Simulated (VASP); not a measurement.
# HfMo (Pm-3m) in VASP: a series of runs

The runs below take HfMo through single point, relaxation of cell and atoms, with PBE.

Everything below comes from runs of VASP 6.6.1. Logs are shortened: lines on timing, memory, paths and dates and some standing lists are left out, and cuts for length are marked.

### 1 The cell of the first run

It takes space group Pm-3m (No. 221, cubic). The conventional cell has a = 3.341 Å, b = 3.341 Å, c = 3.341 Å, α = 90.00°, β = 90.00°, γ = 90.00°. Hf (site symmetry m-3m) has 8 Mo at 2.89 Å and 6 Hf at 3.34 Å within 3.8 Å. Mo (site symmetry m-3m) has 8 Hf at 2.89 Å and 6 Mo at 3.34 Å within 3.8 Å.

### 2 Single point, PBE

The input, INCAR:

```
SYSTEM = HfMo
ALGO = Normal ; EDIFF = 1E-7
ENCUT = 520 ; GGA = PE
ISIF = 2 ; ISMEAR = 0
LASPH = .True. ; LCHARG = .True.
LELF = .True. ; LREAL = .False.
LVHAR = .True. ; LWAVE = .False.
NBANDS = 19 ; NELM = 80
PREC = Accurate ; SIGMA = 0.1
```

The input, KPOINTS:

```
k-points
0
Gamma
  6 6 6
  0 0 0
```

The input, POSCAR:

```
HfMo
1.0
    3.3405330562      0.0000000000      0.0000000000
    0.0000000000      3.3405330562      0.0000000000
    0.0000000000      0.0000000000      3.3405330562
Hf Mo
1 1
Direct
    0.0000000000      0.0000000000      0.0000000000
    0.5000000000      0.5000000000      0.5000000000
```

Potentials or basis: VASP PAW PBE potentials, release 64 (Hf_pv, Mo_sv).

Launch:

```
$ cat potpaw_PBE.64/Hf_pv/POTCAR potpaw_PBE.64/Mo_sv/POTCAR > POTCAR
$ mpirun -np 1 vasp_std > vasp.out
```

OUTCAR:

```text
SYSTEM = HfMo
   EDIFF = 1E-7
   ENCUT = 520
   GGA = PE
   ISIF = 2
   ISMEAR = 0
   LASPH = .True.
   LREAL = .False.
   NELM = 80
   PREC = Accurate

 ion  position               nearest neighbor table
   1  0.000  0.000  0.000-   2 2.89   2 2.89   2 2.89   2 2.89   2 2.89   2 2.89   2 2.89   2 2.89

   2  0.500  0.500  0.500-   1 2.89   1 2.89   1 2.89   1 2.89   1 2.89   1 2.89   1 2.89   1 2.89

  LATTYP: Found a simple cubic cell.
 ALAT       =     3.3405330562

  Lattice vectors:

 A1 = (   3.3405330562,   0.0000000000,   0.0000000000)
 A2 = (   0.0000000000,   3.3405330562,   0.0000000000)
 A3 = (   0.0000000000,   0.0000000000,   3.3405330562)

Analysis of symmetry for initial positions (statically):
=====================================================================
 Subroutine PRICEL returns:
 Original cell was already a primitive cell.

 Routine SETGRP: Setting up the symmetry group for a
 simple cubic supercell.

 Subroutine GETGRP returns: Found 48 space group operations
 (whereof 48 operations were pure point group operations)
 out of a pool of 48 trial point group operations.

The static configuration has the point symmetry O_h .

Analysis of symmetry for dynamics (positions and initial velocities):
=====================================================================
 Subroutine PRICEL returns:
 Original cell was already a primitive cell.

 Routine SETGRP: Setting up the symmetry group for a
 simple cubic supercell.

 Subroutine GETGRP returns: Found 48 space group operations
 (whereof 48 operations were pure point group operations)
 out of a pool of 48 trial point group operations.

The dynamic configuration has the point symmetry O_h .

 Subroutine INISYM returns: Found 48 space group operations
 (whereof 48 operations are pure point group operations),
 and found     1 'primitive' translations

----------------------------------------------------------------------------------------

                                     Primitive cell

  volume of cell :      37.2775

  direct lattice vectors                    reciprocal lattice vectors
     3.340533056  0.000000000  0.000000000     0.299353421  0.000000000  0.000000000
     0.000000000  3.340533056  0.000000000     0.000000000  0.299353421  0.000000000
     0.000000000  0.000000000  3.340533056     0.000000000  0.000000000  0.299353421

  length of vectors
     3.340533056  3.340533056  3.340533056     0.299353421  0.299353421  0.299353421

  position of ions in fractional coordinates (direct lattice)
     0.000000000  0.000000000  0.000000000
     0.500000000  0.500000000  0.500000000

  ion indices of the primitive-cell ions
   primitive index   ion index
                 1           1
                 2           2

----------------------------------------------------------------------------------------

 KPOINTS: k-points

Automatic generation of k-mesh.
 Grid dimensions read from file:
 generate k-points for:    6    6    6

 Generating k-lattice:

  Cartesian coordinates                     Fractional coordinates (reciprocal lattice)
     0.049892237  0.000000000  0.000000000     0.166666667  0.000000000  0.000000000
     0.000000000  0.049892237  0.000000000     0.000000000  0.166666667  0.000000000
     0.000000000  0.000000000  0.049892237     0.000000000  0.000000000  0.166666667

  Length of vectors
     0.049892237  0.049892237  0.049892237

  Shift w.r.t. Gamma in fractional coordinates (k-lattice)
     0.000000000  0.000000000  0.000000000

 Subroutine IBZKPT returns following result:
 ===========================================

 Found     20 irreducible k-points:

 Following reciprocal coordinates:
            Coordinates               Weight
  0.000000  0.000000  0.000000      1.000000
  0.166667  0.000000  0.000000      6.000000
  0.333333  0.000000  0.000000      6.000000
  0.500000  0.000000  0.000000      3.000000
  0.166667  0.166667  0.000000     12.000000
  0.333333  0.166667  0.000000     24.000000
[... 12 lines left out ...]
  0.500000  0.500000  0.333333      6.000000
  0.500000  0.500000  0.500000      1.000000
   k-points           NKPTS =     20   k-points in BZ     NKDIM =     20   number of bands    NBANDS=     19
   number of dos      NEDOS =    301   number of ions     NIONS =      2
   total plane-waves  NPLWV =  21952
   dimension x,y,z NGX =    28 NGY =   28 NGZ =   28
   dimension x,y,z NGXF=    56 NGYF=   56 NGZF=   56
   ions per type =               1   1
   NGX,Y,Z   is equivalent  to a cutoff of  13.93, 13.93, 13.93 a.u.
   NGXF,Y,Z  is equivalent  to a cutoff of  27.87, 27.87, 27.87 a.u.
 SYSTEM =  HfMo
   PREC   = accura    normal or accurate (medium, high low for compatibility)
   ISTART =      0    job   : 0-new  1-cont  2-samecut
   ICHARG =      2    charge: 1-file 2-atom 10-const
   ISPIN  =      1    spin polarized calculation?
   LNONCOLLINEAR =      F non collinear calculations
   LSORBIT =      F    spin-orbit coupling
   LASPH  =      T    aspherical Exc in radial PAW
   ENCUT  =  520.0 eV  38.22 Ry    6.18 a.u.   6.21  6.21  6.21*2*pi/ulx,y,z
   NELM   =     80;   NELMIN=  2; NELMDL= -5     # of ELM steps
   EDIFF  = 0.1E-06   stopping-criterion for ELM
   LREAL  =      F    real-space projection
   EDIFFG = 0.1E-05   stopping-criterion for IOM
   NSW    =      0    number of steps for IOM
   IBRION =     -1    ionic relax: 0-MD 1-quasi-New 2-CG
   NFREE  =      0    steps in history (QN), initial steepest desc. (CG)
   ISIF   =      2    stress and relaxation
   ISYM   =      2    0-nonsym 1-usesym 2-fastsym
   POTIM  = 0.5000    time-step for ionic-motion
   TEBEG  =    0.0;   TEEND  =   0.0 temperature during run
   PSTRESS=    0.0 pullay stress
   NELECT =      24.0000    total number of electrons
   NUPDOWN=      -1.0000    fix difference up-down
   EMIN   =  10.00;   EMAX   =-10.00  energy-range for DOS
   EFERMI =   0.00;   METHOD = LEGACY
   ISMEAR =     0;   SIGMA  =   0.10  broadening in eV -4-tet -1-fermi 0-gaus
   EFERMI_NEDOS =   21; number of points for ismear=-14 and -15
   IALGO  =     38    algorithm
   IMIX   =      4    mixing-type and parameters
     AMIX     =   0.40;   BMIX     =  1.00
     AMIX_MAG =   1.60;   BMIX_MAG =  1.00
  volume/ion in A,a.u.               =      18.64       125.78
  Fermi-wavevector in a.u.,A,eV,Ry     =   1.413610  2.671335 27.188413  1.998292
  Thomas-Fermi vector in A             =   2.535237
   LORBIT       =      0    0 simple, 1 ext, 2 COOP (PROOUT), +10 PAW based schemes
   GGA     = PE    functional components
   LHFCALC =     F    Hartree Fock is set to
   AEXX    =    0.0000 exact exchange contribution
   IVDW    =     0    specifies the selected vdW correction
   LEPSILON=     F    determine dielectric tensor
   LRPA    =     F    only Hartree local field effects (RPA)
 non-spin polarized calculation
 Gauss-broadening in eV      SIGMA  =   0.10
  energy-cutoff  :      520.00
  volume of cell :       37.28
 maximum number of plane-waves:      1024
 NGX is ok and might be reduce to    28
   NGX = 13   NGY = 13   NGZ = 13

 number of electron      23.9999999 magnetization

 Free energy of the ion-electron system (eV)
  ---------------------------------------------------
  ext. energy  EPLUGINS =         0.00000000
  ---------------------------------------------------
  free energy    TOTEN  =       -20.81917624 eV

  energy without entropy =      -20.80363292  energy(sigma->0) =      -20.81140458

 E-fermi :   7.4859     XC(G=0): -12.2619

 val. band max:        7.4276078619   @ k =   0.5000   0.3333   0.1667
 cond. band min:       7.5026720520   @ k =   0.5000   0.1667   0.1667
 fundamental gap:      0.0750641901
 Fermi energy:         7.4858666732

 k-point     1 :       0.0000    0.0000    0.0000
  band No.  band energies     occupation
      1     -52.5319      2.00000
      2     -26.6059      2.00000
      3     -26.6059      2.00000
      4     -26.6059      2.00000
      5     -22.0242      2.00000
      6     -22.0242      2.00000
[... 11 lines left out ...]
     18      14.1190      0.00000
     19      16.2580      0.00000

 k-point     2 :       0.1667    0.0000    0.0000
  band No.  band energies     occupation
      1     -52.5297      2.00000
      2     -26.6369      2.00000
      3     -26.5971      2.00000
      4     -26.5971      2.00000
      5     -22.1042      2.00000
      6     -22.0289      2.00000
[... 11 lines left out ...]
     18      13.6593      0.00000
     19      14.8968      0.00000

 k-point     3 :       0.3333    0.0000    0.0000
  band No.  band energies     occupation
      1     -52.5255      2.00000
      2     -26.6981      2.00000
      3     -26.5794      2.00000
      4     -26.5794      2.00000
      5     -22.2610      2.00000
      6     -22.0386      2.00000
[... 11 lines left out ...]
     18      12.6810      0.00000
     19      13.6558      0.00000

 k-point     4 :       0.5000    0.0000    0.0000
  band No.  band energies     occupation
      1     -52.5234      2.00000
      2     -26.7284      2.00000
      3     -26.5705      2.00000
      4     -26.5705      2.00000
      5     -22.3377      2.00000
      6     -22.0435      2.00000
[... 11 lines left out ...]
     18      12.1147      0.00000
     19      13.9085      0.00000

 k-point     5 :       0.1667    0.1667    0.0000
  band No.  band energies     occupation
      1     -52.5275      2.00000
      2     -26.6449      2.00000
      3     -26.6200      2.00000
      4     -26.5896      2.00000
      5     -22.1243      2.00000
      6     -22.0767      2.00000
[... 11 lines left out ...]
     18      14.1623      0.00000
     19      16.0387      0.00000
[... 246 lines left out ...]
      2     -26.6938      2.00000
      3     -26.6826      2.00000
      4     -26.6826      2.00000
      5     -22.2133      2.00000
      6     -22.2133      2.00000
[... 11 lines left out ...]
     18      14.6628      0.00000
     19      17.3510      0.00000

 k-point    18 :       0.5000    0.3333    0.3333
  band No.  band energies     occupation
      1     -52.5088      2.00000
      2     -26.7263      2.00000
      3     -26.6873      2.00000
      4     -26.6687      2.00000
      5     -22.2651      2.00000
      6     -22.2257      2.00000
[... 11 lines left out ...]
     18      16.2237      0.00000
     19      16.3509      0.00000

 k-point    19 :       0.5000    0.5000    0.3333
  band No.  band energies     occupation
      1     -52.5064      2.00000
      2     -26.7170      2.00000
      3     -26.7170      2.00000
      4     -26.6651      2.00000
      5     -22.2699      2.00000
      6     -22.2699      2.00000
[... 11 lines left out ...]
     18      16.1382      0.00000
     19      16.8250      0.00000

 k-point    20 :       0.5000    0.5000    0.5000
  band No.  band energies     occupation
      1     -52.5040      2.00000
      2     -26.7012      2.00000
      3     -26.7012      2.00000
      4     -26.7012      2.00000
      5     -22.2854      2.00000
      6     -22.2854      2.00000
[... 11 lines left out ...]
     18      15.6019      0.00000
     19      15.7111      0.00000

------------------------ aborting loop because EDIFF is reached ----------------------------------------

  FORCE on cell =-STRESS in cart. coord.  units (eV):
  Direction    XX          YY          ZZ          XY          YZ          ZX
  --------------------------------------------------------------------------------------
  -------------------------------------------------------------------------------------
  Total       -0.6580559     -0.6580559     -0.6580559      0.0000000      0.0000000     -0.0000000
  in kB      -28.2830359    -28.2830359    -28.2830359      0.0000000      0.0000000     -0.0000000
  external PRESSURE =     -28.2830359 kB  Pullay stress =       0.0000000 kB

 VOLUME and BASIS-vectors are now :
 -----------------------------------------------------------------------------
  energy-cutoff  :      520.00
  volume of cell :       37.28
      direct lattice vectors                 reciprocal lattice vectors
     3.340533056  0.000000000  0.000000000     0.299353421  0.000000000  0.000000000
     0.000000000  3.340533056  0.000000000     0.000000000  0.299353421  0.000000000
     0.000000000  0.000000000  3.340533056     0.000000000  0.000000000  0.299353421

 POSITION                                       TOTAL-FORCE (eV/Angst)
 -----------------------------------------------------------------------------------
      0.00000      0.00000      0.00000         0.000000      0.000000      0.000000
      1.67027      1.67027      1.67027         0.000000      0.000000      0.000000
 -----------------------------------------------------------------------------------
    total drift:                                0.000000      0.000000      0.000000

  FREE ENERGIE OF THE ION-ELECTRON SYSTEM (eV)
  ---------------------------------------------------
  free  energy   TOTEN  =       -20.8191762438 eV

  energy  without entropy=      -20.8036329176  energy(sigma->0) =      -20.81140458
```

It took 7.6 s on 1 thread of Intel Xeon 6975P-C (Granite Rapids), shared host; peak memory 0.16 GiB.

What came out:

- Free energy: -20.8192 eV
- Pressure: -2.8 GPa
- Band gap on the k mesh: zero (bands 12 and 13 overlap by 2.74 eV)

Levels at points of the mesh, in eV from the Fermi level:
```tsv
k point	band 8	band 9	band 10	band 11	band 12	band 13	band 14	band 15	band 16	band 17
(0.00, 0.00, 0.00)	-6.64	-3.38	-3.38	0.41	0.41	0.41	3.70	3.70	6.63	6.63
(0.50, 0.00, 0.00)	-3.12	-2.69	-1.39	0.05	0.29	0.29	1.47	2.33	2.33	3.44
(0.50, 0.50, 0.00)	-3.86	-3.50	-1.40	-1.40	1.96	1.96	2.66	2.87	4.28	6.46
(0.50, 0.50, 0.50)	-1.35	-1.35	-1.35	-0.55	-0.55	-0.55	2.75	2.75	6.66	6.66
```

Caveat: spin-orbit coupling is left out, which moves the levels of the heavy elements.

### 3 Single point, PBE

This run uses another cell than the first one, of 18.38 Å³/atom.

The input, INCAR:

```
SYSTEM = HfMo
PREC     = Accurate       ! precision mode
ENCUT    = 520            ! plane-wave cutoff, eV
EDIFF    = 1E-6           ! SCF threshold, eV
ISMEAR   = 0              ! smearing method
SIGMA    = 0.1            ! smearing width, eV
LREAL    = .False.        ! projectors in reciprocal space
LASPH    = .True.         ! aspherical terms in the spheres
NELM     = 100            ! most SCF steps
ALGO     = Fast           ! electronic algorithm
ISIF     = 2              ! what is computed and relaxed
LWAVE    = .False.        ! write WAVECAR
LCHARG   = .True.         ! write CHGCAR
GGA      = PE             ! functional
LELF     = .True.         ! ELF
LVHAR    = .True.       
NBANDS   = 19             ! bands
```

The input, KPOINTS:

```
regular mesh
0
Gamma
  16 16 16
  0 0 0
```

The input, POSCAR:

```
HfMo
1.0
    3.3249567038      0.0000000000      0.0000000000
    0.0000000000      3.3249567038      0.0000000000
    0.0000000000      0.0000000000      3.3249567038
Hf Mo
1 1
Direct
    0.0000000000      0.0000000000      0.0000000000
    0.5000000000      0.5000000000      0.5000000000
```

Potentials or basis: VASP PAW PBE potentials, release 64 (Hf_pv, Mo_sv).

Launch:

```
$ cat potpaw_PBE.64/Hf_pv/POTCAR potpaw_PBE.64/Mo_sv/POTCAR > POTCAR
$ mpirun -np 1 vasp_std > vasp.out
```

Wall time 46 s (1 thread of Intel Xeon 6975P-C (Granite Rapids), shared host); peak memory 0.25 GiB.

Results (log left out):

```yaml
Free_energy: -20.8193 eV
Pressure: -0.4 GPa
Band_gap_on_the_k_mesh: zero (bands 12 and 13 overlap by 3.00 eV)
```

Levels at points of the mesh, in eV from the Fermi level:
| k point | band 10 | band 11 | band 12 | band 13 | band 14 | band 15 |
| --- | --- | --- | --- | --- | --- | --- |
| (0.00, 0.00, 0.00) | -3.47 | 0.39 | 0.39 | 0.39 | 3.74 | 3.74 |
| (0.50, 0.00, 0.00) | -1.46 | 0.01 | 0.27 | 0.27 | 1.47 | 2.34 |
| (0.50, 0.50, 0.00) | -1.46 | -1.46 | 2.01 | 2.01 | 2.68 | 2.90 |
| (0.50, 0.50, 0.50) | -1.38 | -0.57 | -0.57 | -0.57 | 2.78 | 2.78 |

Caveat: spin-orbit coupling is left out, which moves the levels of the heavy elements.

### 4 Relaxation of cell and atoms, PBE

The input, INCAR:

```
SYSTEM = HfMo
PREC = Accurate
ENCUT = 600
EDIFF = 1E-6
ISMEAR = 0
SIGMA = 0.1
LREAL = .FALSE.
LASPH = .TRUE.
NELM = 100
ALGO = Fast
ISIF = 3
LWAVE = .FALSE.
LCHARG = .FALSE.
GGA = PE
IBRION = 2
NSW = 100
EDIFFG = -0.01
```

The input, KPOINTS:

```
regular mesh
0
G
  16 16 16
  0 0 0
```

The input, POSCAR:

```
HfMo
1.0
    3.3405330562      0.0000000000      0.0000000000
    0.0000000000      3.3405330562      0.0000000000
    0.0000000000      0.0000000000      3.3405330562
Hf Mo
1 1
Direct
    0.0000000000      0.0000000000      0.0000000000
    0.5000000000      0.5000000000      0.5000000000
```

Launch:

```
$ cat potpaw_PBE.64/Hf_pv/POTCAR potpaw_PBE.64/Mo_sv/POTCAR > POTCAR
$ mpirun -np 1 vasp_std > vasp.out
```

Run time: 1.7 min. Hardware: 1 thread of Intel Xeon 6975P-C (Granite Rapids), shared host; peak memory 0.27 GiB.

The run converged. Its results:

| Property | Result |
| --- | --- |
| Free energy | -20.8200 eV |
| Relaxed volume | 18.33 Å³/atom |
| Relaxed cell | a = 3.322 Å, b = 3.322 Å, c = 3.322 Å, α = 90.00°, β = 90.00°, γ = 90.00° |
| Space group after relaxing (to 0.1 Å) | Pm-3m (No. 221) |
| Energy gained by relaxing | 2.6 meV/atom |
| Ionic steps | 3 |
| Pressure after relaxing | 0.0 GPa |
| Band gap on the k mesh | zero (bands 12 and 13 overlap by 3.02 eV) |

Step by step:
```csv
step,energy change (eV),largest force (eV/Å),pressure (GPa),volume (Å³)
1,0.0000,0.0000,-2.64,37.28
2,0.0095,0.0000,4.80,35.65
3,-0.0052,0.0000,-0.02,36.66
```

Final structure:
```
Hf Mo
1.0
     3.32200    0.00000    0.00000
     0.00000    3.32200    0.00000
     0.00000    0.00000    3.32200
Hf Mo
1 1
Direct
  0.00000 0.00000 0.00000
  0.50000 0.50000 0.50000
```

Levels at points of the mesh, in eV from the Fermi level:
```
           k point  band 9  band 10  band 11  band 12  band 13  band 14  band 15  band 16
(0.00, 0.00, 0.00)   -3.48    -3.48     0.39     0.39     0.39     3.74     3.74     6.74
(0.50, 0.00, 0.00)   -2.71    -1.47     0.00     0.27     0.27     1.48     2.34     2.34
(0.50, 0.50, 0.00)   -3.58    -1.47    -1.47     2.03     2.03     2.69     2.91     4.34
(0.50, 0.50, 0.50)   -1.38    -1.38    -0.57    -0.57    -0.57     2.79     2.79     6.76
```

Caveat: spin-orbit coupling is left out, which moves the levels of the heavy elements.

### 5 Summary

```csv
task,cell,k mesh,cutoff (eV),gap on the mesh (eV),pressure (GPa)
single point,"a = 3.341 Å, 2 atoms",6 × 6 × 6,520,none,-2.8
single point,"a = 3.325 Å, 2 atoms",16 × 16 × 16,520,none,-0.4
relaxation of cell and atoms,"relaxed from a = 3.341 Å, 2 atoms",16 × 16 × 16,600,none,0.0
```

Alike in all rows: level PBE; potentials or basis VASP PAW PBE potentials, release 64 (Hf_pv, Mo_sv); no spin polarisation; smearing gaussian 0.1 eV.

Caveats: spin-orbit coupling is left out, which moves the levels of the heavy elements.

Total energies depend on the potentials used, so only differences within one code and one set of settings carry meaning.
